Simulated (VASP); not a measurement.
# IrS in VASP: a series of runs

IrS is run at these levels: r2SCAN, r2SCAN+D4, PBE; tasks: single point.

All numbers are computed with VASP 6.6.1; they aren't measurements. Logs are shortened: lines on timing, memory, paths and dates and some standing lists are left out, and cuts for length are marked.

## 1. The cell of the first run

Symmetry: I4/mmm, No. 139, tetragonal system. Conventional cell: a = 3.480 Å, b = 3.480 Å, c = 5.019 Å, α = 90.00°, β = 90.00°, γ = 90.00°. Ir (site symmetry 4/mmm) has 6 S at 2.46 to 2.51 Å within 3.2 Å. Within 3.2 Å of S (site symmetry 4/mmm) lie 6 Ir at 2.46 to 2.51 Å.

## 2. Single point, r2SCAN

POSCAR

```
IrS
1.0
    0.0000000000      2.4605182162      2.5097285805
    2.4605182162      0.0000000000      2.5097285805
    2.4605182162      2.4605182162      0.0000000000
Ir S
1 1
Direct
    0.5000000000      0.5000000000      0.5000000000
    0.0000000000      0.0000000000      0.0000000000
```

INCAR.step1

```
ALGO = Normal
EDIFF = 1E-4
ENCUT = 520
GGA = PE
ISMEAR = 0
LASPH = True
LCHARG = False
LREAL = False
LWAVE = True
NBANDS = 14
NELM = 80
PREC = Accurate
SIGMA = 0.05
```

INCAR.step2

```
ALGO = Normal
EDIFF = 1E-7
ENCUT = 520
ISIF = 2
ISMEAR = 0
ISTART = 1
LASPH = True
LCHARG = True
LELF = True
LMIXTAU = True
LREAL = False
LVHAR = True
LWAVE = False
METAGGA = R2SCAN
NBANDS = 14
NELM = 80
PREC = Accurate
SIGMA = 0.05
```

KPOINTS

```
k-points
0
Gamma
  12 12 12
```

Potentials or basis: VASP PAW PBE potentials, release 64 (Ir, S).

Started as:

```console
$ cat potpaw_PBE.64/Ir/POTCAR potpaw_PBE.64/S/POTCAR > POTCAR
$ cp INCAR.step1 INCAR
$ mpirun -np 1 vasp_std > vasp.out
$ cp INCAR.step2 INCAR
$ mpirun -np 1 vasp_std > vasp.out
```

OUTCAR:

```text
EDIFF = 1E-7
   ENCUT = 520
   ISIF = 2
   ISMEAR = 0
   ISTART = 1
   LASPH = True
   LREAL = False
   METAGGA = R2SCAN
   NELM = 80
   PREC = Accurate

 ion  position               nearest neighbor table
   1  0.500  0.500  0.500-   2 2.46   2 2.46   2 2.46   2 2.46   2 2.51   2 2.51
   2  0.000  0.000  0.000-   1 2.46   1 2.46   1 2.46   1 2.46   1 2.51   1 2.51

  LATTYP: Found a body centered tetragonal cell.
 ALAT       =     3.4796982318
 C/A-ratio  =     1.4424978336

  Lattice vectors:

 A1 = (  -2.4605182162,   0.0000000000,   2.5097285805)
 A2 = (   2.4605182162,   0.0000000000,   2.5097285805)
 A3 = (   0.0000000000,   2.4605182162,  -2.5097285805)

Analysis of symmetry for initial positions (statically):
=====================================================================
 Subroutine PRICEL returns:
 Original cell was already a primitive cell.

 Routine SETGRP: Setting up the symmetry group for a
 body centered tetragonal supercell.

 Subroutine GETGRP returns: Found 16 space group operations
 (whereof 16 operations were pure point group operations)
 out of a pool of 16 trial point group operations.

The static configuration has the point symmetry D_4h.

Analysis of symmetry for dynamics (positions and initial velocities):
=====================================================================
 Subroutine PRICEL returns:
 Original cell was already a primitive cell.

 Routine SETGRP: Setting up the symmetry group for a
 body centered tetragonal supercell.

 Subroutine GETGRP returns: Found 16 space group operations
 (whereof 16 operations were pure point group operations)
 out of a pool of 16 trial point group operations.

The dynamic configuration has the point symmetry D_4h.

 Subroutine INISYM returns: Found 16 space group operations
 (whereof 16 operations are pure point group operations),
 and found     1 'primitive' translations

----------------------------------------------------------------------------------------

                                     Primitive cell

  volume of cell :      30.3885

  direct lattice vectors                    reciprocal lattice vectors
     0.000000000  2.460518216  2.509728581    -0.203209225  0.203209225  0.199224730
     2.460518216  0.000000000  2.509728581     0.203209225 -0.203209225  0.199224730
     2.460518216  2.460518216  0.000000000     0.203209225  0.203209225 -0.199224730

  length of vectors
     3.514667472  3.514667472  3.479698232     0.349683388  0.349683388  0.349683388

  position of ions in fractional coordinates (direct lattice)
     0.500000000  0.500000000  0.500000000
     0.000000000  0.000000000  0.000000000

  ion indices of the primitive-cell ions
   primitive index   ion index
                 1           1
                 2           2

----------------------------------------------------------------------------------------

 KPOINTS: k-points

Automatic generation of k-mesh.
 Grid dimensions read from file:
 generate k-points for:   12   12   12

 Generating k-lattice:

  Cartesian coordinates                     Fractional coordinates (reciprocal lattice)
    -0.016934102  0.016934102  0.016602061     0.083333333 -0.000000000  0.000000000
     0.016934102 -0.016934102  0.016602061    -0.000000000  0.083333333  0.000000000
     0.016934102  0.016934102 -0.016602061     0.000000000  0.000000000  0.083333333

  Length of vectors
     0.029140282  0.029140282  0.029140282

  Shift w.r.t. Gamma in fractional coordinates (k-lattice)
     0.000000000  0.000000000  0.000000000

 Subroutine IBZKPT returns following result:
 ===========================================

 Found    163 irreducible k-points:

 Following reciprocal coordinates:
            Coordinates               Weight
  0.000000  0.000000  0.000000      1.000000
  0.083333 -0.000000  0.000000      8.000000
  0.166667 -0.000000  0.000000      8.000000
  0.250000 -0.000000  0.000000      8.000000
  0.333333 -0.000000  0.000000      8.000000
  0.416667 -0.000000  0.000000      8.000000
[... 16 lines left out ...]
  0.500000  0.166667  0.000000      8.000000
 -0.416667  0.166667  0.000000      8.000000
 [... further k-points ...]
   k-points           NKPTS =    163   k-points in BZ     NKDIM =    163   number of bands    NBANDS=     14
   number of dos      NEDOS =    301   number of ions     NIONS =      2
   total plane-waves  NPLWV =  21952
   dimension x,y,z NGX =    28 NGY =   28 NGZ =   28
   dimension x,y,z NGXF=    56 NGYF=   56 NGZF=   56
   ions per type =               1   1
   NGX,Y,Z   is equivalent  to a cutoff of  13.24, 13.24, 13.38 a.u.
   NGXF,Y,Z  is equivalent  to a cutoff of  26.49, 26.49, 26.75 a.u.
 SYSTEM =  unknown system
   PREC   = accura    normal or accurate (medium, high low for compatibility)
   ISTART =      1    job   : 0-new  1-cont  2-samecut
   ICHARG =      0    charge: 1-file 2-atom 10-const
   ISPIN  =      1    spin polarized calculation?
   LNONCOLLINEAR =      F non collinear calculations
   LSORBIT =      F    spin-orbit coupling
   LASPH  =      T    aspherical Exc in radial PAW
   ENCUT  =  520.0 eV  38.22 Ry    6.18 a.u.   6.53  6.53  6.47*2*pi/ulx,y,z
   NELM   =     80;   NELMIN=  2; NELMDL=  0     # of ELM steps
   EDIFF  = 0.1E-06   stopping-criterion for ELM
   LREAL  =      F    real-space projection
   EDIFFG = 0.1E-05   stopping-criterion for IOM
   NSW    =      0    number of steps for IOM
   IBRION =     -1    ionic relax: 0-MD 1-quasi-New 2-CG
   NFREE  =      0    steps in history (QN), initial steepest desc. (CG)
   ISIF   =      2    stress and relaxation
   ISYM   =      2    0-nonsym 1-usesym 2-fastsym
   POTIM  = 0.5000    time-step for ionic-motion
   TEBEG  =    0.0;   TEEND  =   0.0 temperature during run
   PSTRESS=    0.0 pullay stress
   NELECT =      15.0000    total number of electrons
   NUPDOWN=      -1.0000    fix difference up-down
   EMIN   =  10.00;   EMAX   =-10.00  energy-range for DOS
   EFERMI =   0.00;   METHOD = LEGACY
   ISMEAR =     0;   SIGMA  =   0.05  broadening in eV -4-tet -1-fermi 0-gaus
   EFERMI_NEDOS =   21; number of points for ismear=-14 and -15
   IALGO  =     38    algorithm
   IMIX   =      4    mixing-type and parameters
     AMIX     =   0.40;   BMIX     =  1.00
     AMIX_MAG =   1.60;   BMIX_MAG =  1.00
  volume/ion in A,a.u.               =      15.19       102.54
  Fermi-wavevector in a.u.,A,eV,Ry     =   1.293804  2.444936 22.775197  1.673930
  Thomas-Fermi vector in A             =   2.425427
   LORBIT       =      0    0 simple, 1 ext, 2 COOP (PROOUT), +10 PAW based schemes
   METAGGA = R2SCAN    functional components
   LHFCALC =     F    Hartree Fock is set to
   AEXX    =    0.0000 exact exchange contribution
   IVDW    =     0    specifies the selected vdW correction
   LEPSILON=     F    determine dielectric tensor
   LRPA    =     F    only Hartree local field effects (RPA)
 non-spin polarized calculation
 Gauss-broadening in eV      SIGMA  =   0.05
  energy-cutoff  :      520.00
  volume of cell :       30.39
 maximum number of plane-waves:       853
 NGX is ok and might be reduce to    28
   NGX = 13   NGY = 13   NGZ = 13

 number of electron      15.0000001 magnetization

 Free energy of the ion-electron system (eV)
  ---------------------------------------------------
  ext. energy  EPLUGINS =         0.00000000
  ---------------------------------------------------
  free energy    TOTEN  =       -59.69643318 eV

  energy without entropy =      -59.69457735  energy(sigma->0) =      -59.69550526

 E-fermi :   8.5646     XC(G=0): -13.1073

 val. band max:        8.5622571040   @ k =   0.1667  -0.0000   0.0000
 cond. band min:       8.5699452881   @ k =  -0.4167   0.1667   0.3333
 fundamental gap:      0.0076881840
 Fermi energy:         8.5646465802

 k-point     1 :       0.0000    0.0000    0.0000
  band No.  band energies     occupation
      1      -8.2193      2.00000
      2       5.3404      2.00000
      3       5.5387      2.00000
      4       5.5387      2.00000
      5       5.7388      2.00000
      6       5.7477      2.00000
      7       6.1427      2.00000
      8       6.1427      2.00000
      9       6.1854      2.00000
     10      11.7685      0.00000
     11      19.8565      0.00000
     12      21.5447      0.00000
     13      21.5447      0.00000
     14      21.7029      0.00000

 k-point     2 :       0.0833   -0.0000    0.0000
  band No.  band energies     occupation
      1      -8.1145      2.00000
      2       4.7525      2.00000
      3       4.7912      2.00000
      4       4.8190      2.00000
      5       5.5668      2.00000
      6       5.6539      2.00000
      7       6.3920      2.00000
      8       7.1976      2.00000
      9       7.2097      2.00000
     10      12.3013      0.00000
     11      19.5424      0.00000
     12      21.2962      0.00000
     13      21.3140      0.00000
     14      21.5589      0.00000

 k-point     3 :       0.1667   -0.0000    0.0000
  band No.  band energies     occupation
      1      -7.8109      2.00000
      2       3.4945      2.00000
      3       3.8567      2.00000
      4       3.8954      2.00000
      5       5.8355      2.00000
      6       5.9153      2.00000
      7       6.6462      2.00000
      8       8.5120      1.86344
      9       8.5623      1.05388
     10      13.4828      0.00000
     11      18.4049      0.00000
     12      20.2688      0.00000
     13      20.4219      0.00000
     14      22.0018      0.00000
[... 324 lines left out ...]
 k-point    23 :       0.5000    0.1667    0.0000
  band No.  band energies     occupation
      1      -6.2336      2.00000
      2       0.2608      2.00000
      3       2.1989      2.00000
      4       2.4839      2.00000
      5       6.6469      2.00000
      6       7.3633      2.00000
      7       7.7914      2.00000
      8      10.9523      0.00000
      9      11.0467      0.00000
     10      14.0562      0.00000
     11      15.1682      0.00000
     12      17.8433      0.00000
     13      18.8347      0.00000
     14      22.7385      0.00000

 k-point    24 :      -0.4167    0.1667    0.0000
  band No.  band energies     occupation
      1      -6.1272      2.00000
      2       0.0606      2.00000
      3       2.2440      2.00000
      4       2.2660      2.00000
      5       7.1250      2.00000
      6       7.2088      2.00000
      7       7.7072      2.00000
      8      10.3447      0.00000
      9      12.1143      0.00000
     10      13.7362      0.00000
     11      15.9590      0.00000
     12      17.2573      0.00000
     13      18.5788      0.00000
     14      21.7837      0.00000

 [... further k-points ...]

------------------------ aborting loop because EDIFF is reached ----------------------------------------

  FORCE on cell =-STRESS in cart. coord.  units (eV):
  Direction    XX          YY          ZZ          XY          YZ          ZX
  --------------------------------------------------------------------------------------
  -------------------------------------------------------------------------------------
  Total       -0.2133327     -0.2133327     -1.0258035      0.0000000      0.0000000     -0.0000000
  in kB      -11.2475530    -11.2475530    -54.0835057      0.0000000      0.0000000     -0.0000000
  external PRESSURE =     -25.5262039 kB  Pullay stress =       0.0000000 kB

 VOLUME and BASIS-vectors are now :
 -----------------------------------------------------------------------------
  energy-cutoff  :      520.00
  volume of cell :       30.39
      direct lattice vectors                 reciprocal lattice vectors
     0.000000000  2.460518216  2.509728581    -0.203209225  0.203209225  0.199224730
     2.460518216  0.000000000  2.509728581     0.203209225 -0.203209225  0.199224730
     2.460518216  2.460518216  0.000000000     0.203209225  0.203209225 -0.199224730

 POSITION                                       TOTAL-FORCE (eV/Angst)
 -----------------------------------------------------------------------------------
      2.46052      2.46052      2.50973         0.000000     -0.000000     -0.000000
      0.00000      0.00000      0.00000        -0.000000      0.000000      0.000000
 -----------------------------------------------------------------------------------
    total drift:                                0.000000      0.000000      0.000000

  FREE ENERGIE OF THE ION-ELECTRON SYSTEM (eV)
  ---------------------------------------------------
  free  energy   TOTEN  =       -59.6964331761 eV

  energy  without entropy=      -59.6945773527  energy(sigma->0) =      -59.69550526
```

It took 4.2 min on 1 thread of Intel Xeon Platinum 8488C (Sapphire Rapids), shared host; peak memory 0.23 GiB.

What came out:

```
Free energy            : -59.6964 eV
Pressure               : -2.6 GPa
Band gap on the k mesh : zero (an odd number of electrons rules out a gap without spin polarisation)
```

Caveat: the PAW data sets were made with another functional, which shifts forces and pressure a little; spin-orbit coupling is left out, which moves the levels of the heavy elements.

## 3. Single point, r2SCAN+D4

This run uses another cell than the first one, of 14.90 Å³/atom.

POSCAR

```
IrS
1.0
    0.0000000000      2.4605182162      2.4605182162
    2.4605182162      0.0000000000      2.4605182162
    2.4605182162      2.4605182162      0.0000000000
Ir S
1 1
Direct
    0.5000000000      0.5000000000      0.5000000000
    0.0000000000      0.0000000000      0.0000000000
```

INCAR.step1

```
SYSTEM = IrS
  ALGO = Normal
  EDIFF = 1E-4
  ENCUT = 520
  GGA = PE
  ISMEAR = 0
  ISYM = 0
  LASPH = .TRUE.
  LCHARG = .FALSE.
  LREAL = .FALSE.
  LWAVE = .TRUE.
  NBANDS = 14
  NELM = 60
  PREC = Accurate
  SIGMA = 0.05
```

INCAR.step2

```
SYSTEM = IrS
  ALGO = Normal
  EDIFF = 1E-6
  ENCUT = 520
  ISIF = 2
  ISMEAR = 0
  ISTART = 1
  ISYM = 0
  IVDW = 13
  LASPH = .TRUE.
  LCHARG = .FALSE.
  LMIXTAU = .TRUE.
  LREAL = .FALSE.
  LWAVE = .FALSE.
  METAGGA = R2SCAN
  NBANDS = 14
  NELM = 60
  PREC = Accurate
  SIGMA = 0.05
  VDW_A1 = 0.51559235
  VDW_A2 = 5.77342911
  VDW_S6 = 1.0
  VDW_S8 = 0.6018749
```

KPOINTS

```
k-points
0
G
  12 12 12
  0 0 0
```

Potentials or basis: VASP PAW PBE potentials, release 64 (Ir, S).

Started as:

```console
$ cat potpaw_PBE.64/Ir/POTCAR potpaw_PBE.64/S/POTCAR > POTCAR
$ cp INCAR.step1 INCAR
$ mpirun -np 1 vasp_std > vasp.out
$ cp INCAR.step2 INCAR
$ mpirun -np 1 vasp_std > vasp.out
```

It took 19 min on 1 thread of Intel Xeon Platinum 8488C (Sapphire Rapids), shared host; peak memory 0.48 GiB.

The run converged. Its results:

```yaml
Free_energy: -60.1489 eV
Pressure: -0.9 GPa
Band_gap_on_the_k_mesh: zero (an odd number of electrons rules out a gap without spin polarisation)
Dispersion_energy_per_atom: -0.222 eV
```

Levels at points of the mesh, in eV from the Fermi level:
```csv
k point,band 5,band 6,band 7,band 8,band 9,band 10
"(0.00, 0.00, 0.00)",-2.92,-2.92,-2.44,-2.44,-2.44,3.38
"(0.50, 0.00, 0.00)",-1.32,-1.32,-0.68,3.76,4.52,4.52
"(0.00, 0.50, 0.00)",-1.32,-1.32,-0.68,3.76,4.52,4.52
"(0.00, 0.00, 0.50)",-1.32,-1.32,-0.68,3.76,4.52,4.52
"(0.50, 0.50, 0.50)",-1.32,-1.32,-0.68,3.76,4.52,4.52
"(0.50, 0.50, 0.00)",-4.12,-2.07,-0.78,-0.78,0.01,1.89
"(0.00, 0.50, 0.50)",-4.12,-2.07,-0.78,-0.78,0.01,1.89
"(0.50, 0.00, 0.50)",-4.12,-2.07,-0.78,-0.78,0.01,1.89
```

Caveat: the PAW data sets were made with another functional, which shifts forces and pressure a little; spin-orbit coupling is left out, which moves the levels of the heavy elements.

(Continued in part 2 of 2.)
